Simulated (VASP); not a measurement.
# ZrN (Fm-3m) in VASP: a series of runs

ZrN is run at these levels: PBEsol+D3(BJ), PBE+D3(BJ), RPBE; tasks: single point.

Program: VASP 6.6.1. These are calculated values, not measurements. Logs are shortened: lines on timing, memory, paths and dates and some standing lists are left out, and cuts for length are marked.

### 1 The cell of the first run

Symmetry: Fm-3m, No. 225, cubic system. Conventional cell: a = 4.482 Å, b = 4.482 Å, c = 4.482 Å, α = 90.00°, β = 90.00°, γ = 90.00°. Within 3.0 Å of Zr (site symmetry m-3m) lie 6 N at 2.24 Å. Within 3.0 Å of N (site symmetry m-3m) lie 6 Zr at 2.24 Å.

### 2 Single point, PBEsol+D3(BJ) (11.25 Å³/atom)

INCAR reads:

```
ALGO     = Normal         # electronic algorithm
EDIFF    = 1E-6           # SCF threshold, eV
ENCUT    = 600            # plane-wave cutoff, eV
GGA      = PS             # functional
GGA_COMPAT= False        
ISIF     = 2              # what is computed and relaxed
ISMEAR   = 0              # smearing method
IVDW     = 12             # dispersion correction
LASPH    = True           # aspherical terms in the spheres
LCHARG   = False          # write CHGCAR
LREAL    = False          # projectors in reciprocal space
LWAVE    = False          # write WAVECAR
NBANDS   = 16             # bands
NELM     = 120            # most SCF steps
PREC     = Accurate       # precision mode
SIGMA    = 0.05           # smearing width, eV
```

KPOINTS reads:

```
k-points
0
Gamma
  8 8 8
```

POSCAR reads:

```
ZrN
1.0
    0.0000000000      2.2409726606      2.2409726606
    2.2409726606      0.0000000000      2.2409726606
    2.2409726606      2.2409726606      0.0000000000
Zr N
1 1
Direct
    0.5000000000      0.5000000000      0.5000000000
    0.0000000000      0.0000000000      0.0000000000
```

Potentials or basis: VASP PAW PBE potentials, release 64 (Zr_sv, N).

Run with:

```console
cat potpaw_PBE.64/Zr_sv/POTCAR potpaw_PBE.64/N/POTCAR > POTCAR
mpirun -np 1 vasp_std > vasp.out
```

OUTCAR:

```text
EDIFF = 1E-6
   ENCUT = 600
   GGA = PS
   ISIF = 2
   ISMEAR = 0
   IVDW = 12
   LASPH = True
   LREAL = False
   NELM = 120
   PREC = Accurate
 IVDW          = 12

 ion  position               nearest neighbor table
   1  0.500  0.500  0.500-   2 2.24   2 2.24   2 2.24   2 2.24   2 2.24   2 2.24
   2  0.000  0.000  0.000-   1 2.24   1 2.24   1 2.24   1 2.24   1 2.24   1 2.24

  LATTYP: Found a face centered cubic cell.
 ALAT       =     4.4819453212

  Lattice vectors:

 A1 = (   0.0000000000,   2.2409726606,   2.2409726606)
 A2 = (   2.2409726606,   0.0000000000,   2.2409726606)
 A3 = (   2.2409726606,   2.2409726606,   0.0000000000)

Analysis of symmetry for initial positions (statically):
=====================================================================
 Subroutine PRICEL returns:
 Original cell was already a primitive cell.

 Routine SETGRP: Setting up the symmetry group for a
 face centered cubic supercell.

 Subroutine GETGRP returns: Found 48 space group operations
 (whereof 48 operations were pure point group operations)
 out of a pool of 48 trial point group operations.

The static configuration has the point symmetry O_h .

Analysis of symmetry for dynamics (positions and initial velocities):
=====================================================================
 Subroutine PRICEL returns:
 Original cell was already a primitive cell.

 Routine SETGRP: Setting up the symmetry group for a
 face centered cubic supercell.

 Subroutine GETGRP returns: Found 48 space group operations
 (whereof 48 operations were pure point group operations)
 out of a pool of 48 trial point group operations.

The dynamic configuration has the point symmetry O_h .

 Subroutine INISYM returns: Found 48 space group operations
 (whereof 48 operations are pure point group operations),
 and found     1 'primitive' translations

----------------------------------------------------------------------------------------

                                     Primitive cell

  volume of cell :      22.5081

  direct lattice vectors                    reciprocal lattice vectors
     0.000000000  2.240972661  2.240972661    -0.223117403  0.223117403  0.223117403
     2.240972661  0.000000000  2.240972661     0.223117403 -0.223117403  0.223117403
     2.240972661  2.240972661  0.000000000     0.223117403  0.223117403 -0.223117403

  length of vectors
     3.169213930  3.169213930  3.169213930     0.386450678  0.386450678  0.386450678

  position of ions in fractional coordinates (direct lattice)
     0.500000000  0.500000000  0.500000000
     0.000000000  0.000000000  0.000000000

  ion indices of the primitive-cell ions
   primitive index   ion index
                 1           1
                 2           2

----------------------------------------------------------------------------------------

 KPOINTS: k-points

Automatic generation of k-mesh.
 Grid dimensions read from file:
 generate k-points for:    8    8    8

 Generating k-lattice:

  Cartesian coordinates                     Fractional coordinates (reciprocal lattice)
    -0.027889675  0.027889675  0.027889675     0.125000000  0.000000000  0.000000000
     0.027889675 -0.027889675  0.027889675     0.000000000  0.125000000  0.000000000
     0.027889675  0.027889675 -0.027889675     0.000000000  0.000000000  0.125000000

  Length of vectors
     0.048306335  0.048306335  0.048306335

  Shift w.r.t. Gamma in fractional coordinates (k-lattice)
     0.000000000  0.000000000  0.000000000

 Subroutine IBZKPT returns following result:
 ===========================================

 Found     29 irreducible k-points:

 Following reciprocal coordinates:
            Coordinates               Weight
  0.000000  0.000000  0.000000      1.000000
  0.125000  0.000000  0.000000      8.000000
  0.250000  0.000000  0.000000      8.000000
  0.375000  0.000000  0.000000      8.000000
  0.500000  0.000000  0.000000      4.000000
  0.125000  0.125000  0.000000      6.000000
[... 16 lines left out ...]
  0.500000  0.250000  0.125000     48.000000
 -0.375000  0.250000  0.125000     24.000000
 [... further k-points ...]
   k-points           NKPTS =     29   k-points in BZ     NKDIM =     29   number of bands    NBANDS=     16
   number of dos      NEDOS =    301   number of ions     NIONS =      2
   total plane-waves  NPLWV =  21952
   dimension x,y,z NGX =    28 NGY =   28 NGZ =   28
   dimension x,y,z NGXF=    56 NGYF=   56 NGZF=   56
   ions per type =               1   1
   NGX,Y,Z   is equivalent  to a cutoff of  14.69, 14.69, 14.69 a.u.
   NGXF,Y,Z  is equivalent  to a cutoff of  29.38, 29.38, 29.38 a.u.
 SYSTEM =  unknown system
   PREC   = accura    normal or accurate (medium, high low for compatibility)
   ISTART =      0    job   : 0-new  1-cont  2-samecut
   ICHARG =      2    charge: 1-file 2-atom 10-const
   ISPIN  =      1    spin polarized calculation?
   LNONCOLLINEAR =      F non collinear calculations
   LSORBIT =      F    spin-orbit coupling
   LASPH  =      T    aspherical Exc in radial PAW
   ENCUT  =  600.0 eV  44.10 Ry    6.64 a.u.   6.33  6.33  6.33*2*pi/ulx,y,z
   NELM   =    120;   NELMIN=  2; NELMDL= -5     # of ELM steps
   EDIFF  = 0.1E-05   stopping-criterion for ELM
   LREAL  =      F    real-space projection
   EDIFFG = 0.1E-04   stopping-criterion for IOM
   NSW    =      0    number of steps for IOM
   IBRION =     -1    ionic relax: 0-MD 1-quasi-New 2-CG
   NFREE  =      0    steps in history (QN), initial steepest desc. (CG)
   ISIF   =      2    stress and relaxation
   ISYM   =      2    0-nonsym 1-usesym 2-fastsym
   POTIM  = 0.5000    time-step for ionic-motion
   TEBEG  =    0.0;   TEEND  =   0.0 temperature during run
   PSTRESS=    0.0 pullay stress
   NELECT =      17.0000    total number of electrons
   NUPDOWN=      -1.0000    fix difference up-down
   EMIN   =  10.00;   EMAX   =-10.00  energy-range for DOS
   EFERMI =   0.00;   METHOD = LEGACY
   ISMEAR =     0;   SIGMA  =   0.05  broadening in eV -4-tet -1-fermi 0-gaus
   EFERMI_NEDOS =   21; number of points for ismear=-14 and -15
   IALGO  =     38    algorithm
   IMIX   =      4    mixing-type and parameters
     AMIX     =   0.40;   BMIX     =  1.00
     AMIX_MAG =   1.60;   BMIX_MAG =  1.00
  volume/ion in A,a.u.               =      11.25        75.95
  Fermi-wavevector in a.u.,A,eV,Ry     =   1.490886  2.817367 30.242248  2.222743
  Thomas-Fermi vector in A             =   2.603612
   LORBIT       =      0    0 simple, 1 ext, 2 COOP (PROOUT), +10 PAW based schemes
   GGA     = PS    functional components
   LHFCALC =     F    Hartree Fock is set to
   AEXX    =    0.0000 exact exchange contribution
   IVDW    =    12    specifies the selected vdW correction
   LEPSILON=     F    determine dielectric tensor
   LRPA    =     F    only Hartree local field effects (RPA)
 non-spin polarized calculation
 Gauss-broadening in eV      SIGMA  =   0.05
  energy-cutoff  :      600.00
  volume of cell :       22.51
 maximum number of plane-waves:       763
 NGX is ok and might be reduce to    28
   NGX = 13   NGY = 13   NGZ = 13

 number of electron      17.0000001 magnetization

 Free energy of the ion-electron system (eV)
  ---------------------------------------------------
  ext. energy  EPLUGINS =         0.00000000
  ---------------------------------------------------
  free energy    TOTEN  =       -21.48262226 eV

  energy without entropy =      -21.48076996  energy(sigma->0) =      -21.48169611

 E-fermi :  12.7103     XC(G=0): -13.0397

 val. band max:       12.6657413178   @ k =   0.1250   0.0000   0.0000
 cond. band min:      12.7366319726   @ k =   0.3750   0.1250   0.0000
 fundamental gap:      0.0708906548
 Fermi energy:        12.7102545594

 k-point     1 :       0.0000    0.0000    0.0000
  band No.  band energies     occupation
      1     -36.5655      2.00000
      2     -14.1334      2.00000
      3     -14.1334      2.00000
      4     -14.1334      2.00000
      5      -3.7586      2.00000
      6      10.0083      2.00000
[... 8 lines left out ...]
     15      21.9086      0.00000
     16      36.5596      0.00000

 k-point     2 :       0.1250    0.0000    0.0000
  band No.  band energies     occupation
      1     -36.5375      2.00000
      2     -14.3821      2.00000
      3     -14.1506      2.00000
      4     -14.1506      2.00000
      5      -3.3904      2.00000
      6       8.8125      2.00000
[... 8 lines left out ...]
     15      23.0267      0.00000
     16      33.6386      0.00000

 k-point     3 :       0.2500    0.0000    0.0000
  band No.  band energies     occupation
      1     -36.4691      2.00000
      2     -14.9350      2.00000
      3     -14.1917      2.00000
      4     -14.1917      2.00000
      5      -2.5102      2.00000
      6       6.8793      2.00000
[... 8 lines left out ...]
     15      25.2614      0.00000
     16      30.6573      0.00000

 k-point     4 :       0.3750    0.0000    0.0000
  band No.  band energies     occupation
      1     -36.3996      2.00000
      2     -15.4363      2.00000
      3     -14.2321      2.00000
      4     -14.2321      2.00000
      5      -1.5886      2.00000
      6       5.3212      2.00000
[... 8 lines left out ...]
     15      26.1785      0.00000
     16      27.0950      0.00000

 k-point     5 :       0.5000    0.0000    0.0000
  band No.  band energies     occupation
      1     -36.3705      2.00000
      2     -15.6321      2.00000
      3     -14.2486      2.00000
      4     -14.2486      2.00000
      5      -1.1681      2.00000
      6       4.6933      2.00000
[... 8 lines left out ...]
     15      25.3972      0.00000
     16      25.3972      0.00000

 k-point     6 :       0.1250    0.1250    0.0000
  band No.  band energies     occupation
      1     -36.5282      2.00000
      2     -14.3682      2.00000
      3     -14.2017      2.00000
      4     -14.2017      2.00000
      5      -3.3128      2.00000
      6       7.9892      2.00000
[... 8 lines left out ...]
     15      23.3779      0.00000
     16      33.2698      0.00000
[... 267 lines left out ...]
 k-point    21 :       0.5000    0.5000    0.0000
  band No.  band energies     occupation
      1     -36.3087      2.00000
      2     -15.3171      2.00000
      3     -14.5894      2.00000
      4     -14.5894      2.00000
      5      -3.2960      2.00000
      6       8.2498      2.00000
[... 8 lines left out ...]
     15      23.4743      0.00000
     16      29.3694      0.00000

 k-point    22 :       0.3750    0.2500    0.1250
  band No.  band energies     occupation
      1     -36.4183      2.00000
      2     -15.0224      2.00000
      3     -14.4554      2.00000
      4     -14.2652      2.00000
      5      -2.3672      2.00000
      6       6.2404      2.00000
[... 8 lines left out ...]
     15      26.5895      0.00000
     16      27.2033      0.00000

 k-point    23 :       0.5000    0.2500    0.1250
  band No.  band energies     occupation
      1     -36.3625      2.00000
      2     -15.2783      2.00000
      3     -14.5852      2.00000
      4     -14.3339      2.00000
      5      -2.0365      2.00000
      6       5.9469      2.00000
[... 8 lines left out ...]
     15      25.5823      0.00000
     16      26.4200      0.00000

 k-point    24 :      -0.3750    0.2500    0.1250
  band No.  band energies     occupation
      1     -36.3392      2.00000
      2     -15.3873      2.00000
      3     -14.6176      2.00000
      4     -14.3772      2.00000
      5      -1.9103      2.00000
      6       5.7989      2.00000
[... 8 lines left out ...]
     15      25.2831      0.00000
     16      26.5174      0.00000

 [... further k-points ...]

------------------------ aborting loop because EDIFF is reached ----------------------------------------

 Edisp (eV)   -0.89429

 E8    (eV) :    -0.6160

  FORCE on cell =-STRESS in cart. coord.  units (eV):
  Direction    XX          YY          ZZ          XY          YZ          ZX
  --------------------------------------------------------------------------------------
  -------------------------------------------------------------------------------------
  Total       1.13247     1.13247     1.13247     0.00000    -0.00000    -0.00000
  in kB      80.61139    80.61139    80.61139     0.00000    -0.00000    -0.00000
  external pressure =       80.61 kB  Pullay stress =        0.00 kB

 VOLUME and BASIS-vectors are now :
 -----------------------------------------------------------------------------
  energy-cutoff  :      600.00
  volume of cell :       22.51
      direct lattice vectors                 reciprocal lattice vectors
     0.000000000  2.240972661  2.240972661    -0.223117403  0.223117403  0.223117403
     2.240972661  0.000000000  2.240972661     0.223117403 -0.223117403  0.223117403
     2.240972661  2.240972661  0.000000000     0.223117403  0.223117403 -0.223117403

 POSITION                                       TOTAL-FORCE (eV/Angst)
 -----------------------------------------------------------------------------------
      2.24097      2.24097      2.24097        -0.000000     -0.000000     -0.000000
      0.00000      0.00000      0.00000         0.000000      0.000000      0.000000
 -----------------------------------------------------------------------------------
    total drift:                                0.000000      0.000000      0.000000

  FREE ENERGIE OF THE ION-ELECTRON SYSTEM (eV)
  ---------------------------------------------------
  free  energy   TOTEN  =       -22.3769136191 eV

  energy  without entropy=      -22.3750613200  energy(sigma->0) =      -22.37598747
```

Wall time 22 s (1 thread of AMD EPYC 7R43 (Zen 3), shared host); peak memory 0.14 GiB.

Results:

- Free energy: -22.3769 eV
- Pressure: 8.1 GPa
- Band gap on the k mesh: zero (an odd number of electrons rules out a gap without spin polarisation)
- Dispersion energy per atom: -0.447 eV

Levels at points of the mesh, in eV from the Fermi level:
```
           k point  band 7  band 8  band 9  band 10  band 11  band 12
(0.00, 0.00, 0.00)   -2.70   -2.70   -0.45    -0.45    -0.45     1.73
(0.50, 0.00, 0.00)   -6.01   -6.01    3.37     3.44     3.44     5.04
(0.50, 0.50, 0.00)   -3.81   -3.14   -3.14     3.73     5.06     5.06
```

Caveat: the cell stands under pressure; the PAW data sets were made with another functional, which shifts forces and pressure a little.

(Continued in part 2 of 2.)
